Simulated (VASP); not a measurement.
# LuH2 (Fm-3m) in VASP: vibrations by perturbation theory with PBEsol

Aim: the vibrations by perturbation theory of LuH2 with PBEsol.

Everything below comes from runs of VASP 6.6.1. Logs are shortened: lines on timing, memory, paths and dates and some standing lists are left out, and cuts for length are marked.

### Step 1. The cell of the first run

The structure is cubic, space group Fm-3m (No. 225). Conventional cell: a = 4.926 Å, b = 4.926 Å, c = 4.926 Å, α = 90.00°, β = 90.00°, γ = 90.00°. Lu (site symmetry m-3m) has 8 H at 2.13 Å within 2.8 Å. H (site symmetry -43m) has 4 Lu at 2.13 Å and 6 H at 2.46 Å within 2.8 Å.

### Step 2. Vibrations by perturbation theory, PBEsol (phonons at volume x 0.98)

INCAR reads:

```
SYSTEM = LuH2
PREC = Accurate
ENCUT = 520
EDIFF = 1E-8
ISMEAR = -1
SIGMA = 0.15
LREAL = .FALSE.
LASPH = .TRUE.
NELM = 100
ALGO = Normal
ISIF = 2
LWAVE = .FALSE.
LCHARG = .FALSE.
GGA = PS
NBANDS = 20
IBRION = 8
NSW = 1
```

KPOINTS reads:

```
Automatic mesh
0
G
  14 14 14
  0 0 0
```

POSCAR reads:

```
LuH2
1.0
    0.0000000000      2.4629311040      2.4629311040
    2.4629311040      0.0000000000      2.4629311040
    2.4629311040      2.4629311040      0.0000000000
Lu H
1 2
Direct
    0.0000000000      0.0000000000      0.0000000000
    0.2500000000      0.2500000000      0.2500000000
    0.7500000000      0.7500000000      0.7500000000
```

Potentials or basis: VASP PAW PBE potentials, release 64 (Lu, H).

On the command line:

```
$ cat potpaw_PBE.64/Lu/POTCAR potpaw_PBE.64/H/POTCAR > POTCAR
$ mpirun -np 1 vasp_std > vasp.out
```

OUTCAR:

```text
SYSTEM = LuH2
   PREC = Accurate
   ENCUT = 520
   EDIFF = 1E-8
   ISMEAR = -1
   LREAL = .FALSE.
   LASPH = .TRUE.
   NELM = 100
   ISIF = 2
   GGA = PS
   IBRION = 8
   NSW = 1

 ion  position               nearest neighbor table
   1  0.000  0.000  0.000-   3 2.13   3 2.13   3 2.13   2 2.13   3 2.13   2 2.13   2 2.13   2 2.13

   2  0.250  0.250  0.250-   1 2.13   1 2.13   1 2.13   1 2.13
   3  0.750  0.750  0.750-   1 2.13   1 2.13   1 2.13   1 2.13

  LATTYP: Found a face centered cubic cell.
 ALAT       =     4.9258622080

  Lattice vectors:

 A1 = (   0.0000000000,   2.4629311040,   2.4629311040)
 A2 = (   2.4629311040,   0.0000000000,   2.4629311040)
 A3 = (   2.4629311040,   2.4629311040,   0.0000000000)

Analysis of symmetry for initial positions (statically):
=====================================================================
 Subroutine PRICEL returns:
 Original cell was already a primitive cell.

 Routine SETGRP: Setting up the symmetry group for a
 face centered cubic supercell.

 Subroutine GETGRP returns: Found 48 space group operations
 (whereof 48 operations were pure point group operations)
 out of a pool of 48 trial point group operations.

The static configuration has the point symmetry O_h .

Analysis of symmetry for dynamics (positions and initial velocities):
=====================================================================
 Subroutine PRICEL returns:
 Original cell was already a primitive cell.

 Routine SETGRP: Setting up the symmetry group for a
 face centered cubic supercell.

 Subroutine GETGRP returns: Found 48 space group operations
 (whereof 48 operations were pure point group operations)
 out of a pool of 48 trial point group operations.

The dynamic configuration has the point symmetry O_h .

 Subroutine INISYM returns: Found 48 space group operations
 (whereof 48 operations are pure point group operations),
 and found     1 'primitive' translations

----------------------------------------------------------------------------------------

                                     Primitive cell

  volume of cell :      29.8804

  direct lattice vectors                    reciprocal lattice vectors
     0.000000000  2.462931104  2.462931104    -0.203010145  0.203010145  0.203010145
     2.462931104  0.000000000  2.462931104     0.203010145 -0.203010145  0.203010145
     2.462931104  2.462931104  0.000000000     0.203010145  0.203010145 -0.203010145

  length of vectors
     3.483110570  3.483110570  3.483110570     0.351623885  0.351623885  0.351623885

  position of ions in fractional coordinates (direct lattice)
     0.000000000  0.000000000  0.000000000
     0.250000000  0.250000000  0.250000000
     0.750000000  0.750000000  0.750000000

  ion indices of the primitive-cell ions
   primitive index   ion index
                 1           1
                 2           2
                 3           3

----------------------------------------------------------------------------------------

 KPOINTS: Automatic mesh

Automatic generation of k-mesh.
 Grid dimensions read from file:
 generate k-points for:   14   14   14

[... 86 lines left out ...]
  Thomas-Fermi vector in A             =   2.682589
   LORBIT       =      0    0 simple, 1 ext, 2 COOP (PROOUT), +10 PAW based schemes
   GGA     = PS    functional components
   LHFCALC =     F    Hartree Fock is set to
   AEXX    =    0.0000 exact exchange contribution
   IVDW    =     0    specifies the selected vdW correction
   LEPSILON=     F    determine dielectric tensor
   LRPA    =     F    only Hartree local field effects (RPA)
 non-spin polarized calculation
  energy-cutoff  :      520.00
  volume of cell :       29.88
 maximum number of plane-waves:       825
 NGX is ok and might be reduce to    28
   NGX = 13   NGY = 13   NGZ = 13

--------------------------------------- Ionic step        1  -------------------------------------------

 number of electron      26.9999997 magnetization

 Free energy of the ion-electron system (eV)
  ---------------------------------------------------
  ext. energy  EPLUGINS =         0.00000000
  ---------------------------------------------------
  free energy    TOTEN  =       -13.71552805 eV

  energy without entropy =      -13.67324829  energy(sigma->0) =      -13.69438817

 E-fermi :   2.7478     XC(G=0): -11.5105

 val. band max:        2.6814051561   @ k =  -0.3571   0.2143   0.0000
 cond. band min:       2.7585663399   @ k =   0.4286   0.2143   0.0000
 fundamental gap:      0.0771611838
 Fermi energy:         2.7477983439

 k-point     1 :       0.0000    0.0000    0.0000
  band No.  band energies     occupation
      1     -53.1754      2.00000
      2     -23.6650      2.00000
      3     -23.6650      2.00000
      4     -23.6650      2.00000
      5      -6.7706      2.00000
      6      -2.3401      2.00000
[... 541 lines left out ...]
     19      11.8833      0.00000
     20      13.9176      0.00000

 [... further k-points ...]
[... 5 lines left out ...]
  --------------------------------------------------------------------------------------
  -------------------------------------------------------------------------------------
  Total        0.4446263      0.4446263      0.4446263     -0.0000000      0.0000000     -0.0000000
  in kB       23.8406941     23.8406941     23.8406941     -0.0000000      0.0000000     -0.0000000
  external PRESSURE =      23.8406941 kB  Pullay stress =       0.0000000 kB

 VOLUME and BASIS-vectors are now :
 -----------------------------------------------------------------------------
  energy-cutoff  :      520.00
  volume of cell :       29.88
      direct lattice vectors                 reciprocal lattice vectors
     0.000000000  2.462931104  2.462931104    -0.203010145  0.203010145  0.203010145
     2.462931104  0.000000000  2.462931104     0.203010145 -0.203010145  0.203010145
     2.462931104  2.462931104  0.000000000     0.203010145  0.203010145 -0.203010145

 POSITION                                       TOTAL-FORCE (eV/Angst)
 -----------------------------------------------------------------------------------
      0.00000      0.00000      0.00000        -0.000000     -0.000000     -0.000000
      1.23147      1.23147      1.23147         0.000000      0.000000      0.000000
      3.69440      3.69440      3.69440        -0.000000     -0.000000     -0.000000
 -----------------------------------------------------------------------------------
    total drift:                               -0.000000     -0.000000     -0.000000

  FREE ENERGIE OF THE ION-ELECTRON SYSTEM (eV)
  ---------------------------------------------------
  free  energy   TOTEN  =       -13.7155280532 eV

  energy  without entropy=      -13.6732482857  energy(sigma->0) =      -13.69438817

[... ionic steps 2 to 3 ...]

--------------------------------------- Ionic step        4  -------------------------------------------

------------------------ aborting loop because EDIFF is reached ----------------------------------------

[... ionic steps 5 to 6 ...]

--------------------------------------- Ionic step        7  -------------------------------------------

 Free energy of the ion-electron system (eV)
  ---------------------------------------------------
  ---------------------------------------------------
  free energy    TOTEN  =        -0.01761437 eV

  energy without entropy =       -0.01761437

------------------------ aborting loop because EDIFF is reached ----------------------------------------

 INTERNAL STRAIN TENSOR  FOR ION    2  DIRECTION 1   (eV/Angst):
 -----------------------------------------------------------------------------
     0.00084  0.00000  0.00000
     0.00000  0.00079 -4.23299
     0.00000 -4.23299  0.00079

 INTERNAL STRAIN TENSOR FOR ION    3 for displacements in x,y,z  (eV/Angst):
          X           Y           Z          XY          YZ          ZX
  --------------------------------------------------------------------------------
  x    -0.00000     0.00000     0.00000     0.00000     4.23299     0.00000
  y     0.00000     0.00000     0.00000     0.00000     0.00000     4.23299
  z     0.00000     0.00000    -0.00000     4.23299     0.00000     0.00000

 SECOND DERIVATIVES (NOT SYMMETRIZED)
 ------------------------------------
               1X          1Y          1Z          2X          2Y          2Z          3X          3Y          3Z
  1X    -7.698780    0.000000    0.000000    3.849390    0.000000    0.000000    3.849390    0.000000    0.000000
  1Y     0.000000   -7.698780    0.000000    0.000000    3.849390    0.000000    0.000000    3.849390    0.000000
  1Z     0.000000    0.000000   -7.698780    0.000000    0.000000    3.849390    0.000000    0.000000    3.849390
  2X     3.861947    0.000000    0.000000   -4.744430    0.000000    0.000000    0.882483    0.000000    0.000000
  2Y     0.000000    3.861947    0.000000    0.000000   -4.744430    0.000000    0.000000    0.882483    0.000000
  2Z     0.000000    0.000000    3.861947    0.000000    0.000000   -4.744430    0.000000    0.000000    0.882483
  3X     3.861947    0.000000    0.000000    0.882483    0.000000    0.000000   -4.744430    0.000000    0.000000
  3Y     0.000000    3.861947    0.000000    0.000000    0.882483    0.000000    0.000000   -4.744430    0.000000
  3Z     0.000000    0.000000    3.861947    0.000000    0.000000    0.882483    0.000000    0.000000   -4.744430

 Eigenvectors and eigenvalues of the dynamical matrix
 ----------------------------------------------------

   1 f  =   37.083937 THz   233.005248 2PiTHz 1236.986988 cm-1   153.366771 meV
             X         Y         Z           dx          dy          dz
      0.000000  0.000000  0.000000    -0.000000   -0.000000    0.000000
      1.231466  1.231466  1.231466    -0.022587   -0.706746   -0.000000
      3.694397  3.694397  3.694397     0.022587    0.706746   -0.000000
[... 43 lines left out ...]
   9 f/i=    0.005310 THz     0.033361 2PiTHz    0.177110 cm-1     0.021959 meV
             X         Y         Z           dx          dy          dz
      0.000000  0.000000  0.000000     0.699161    0.707040    0.001926
      1.231466  1.231466  1.231466     0.052771    0.053365    0.000145
      3.694397  3.694397  3.694397     0.052771    0.053365    0.000145

--------------------------------------------------------------------------------------------------------

 ELASTIC MODULI CONTR FROM IONIC RELAXATION (kBar)
 Direction    XX          YY          ZZ          XY          YZ          ZX
 --------------------------------------------------------------------------------
 XX          -0.0000      0.0000      0.0000     -0.0000      0.0000      0.0000
 YY           0.0000     -0.0000     -0.0000      0.0000     -0.0000     -0.0000
 ZZ           0.0000     -0.0000     -0.0000      0.0000     -0.0000     -0.0000
 XY          -0.0000      0.0000      0.0000   -341.4893      0.0000      0.0000
 YZ           0.0000     -0.0000     -0.0000      0.0000   -341.4893     -0.0000
 ZX           0.0000     -0.0000     -0.0000      0.0000     -0.0000   -341.4893
 --------------------------------------------------------------------------------
```

It took 18 min on 1 thread of Intel Xeon Platinum 8259CL at 2.50GHz (Skylake/Cascade Lake), shared host; peak memory 0.63 GiB.

What came out:

| Property | Result |
| --- | --- |
| Highest phonon frequency at Γ, LO-TO splitting left out | 1237 cm⁻¹ |

Phonon frequencies in cm⁻¹ (negative: imaginary):
```
              q point                          frequencies
(0.000, 0.000, 0.000)  0 0 0 1031 1031 1031 1237 1237 1237
```

Caveat: the cell differs from its parent crystal (phonons at volume x 0.98); the cell wasn't relaxed at this level first, which shifts response properties; the PAW data sets were made with another functional, which shifts forces and pressure a little; spin-orbit coupling is left out, which moves the levels of the heavy elements.
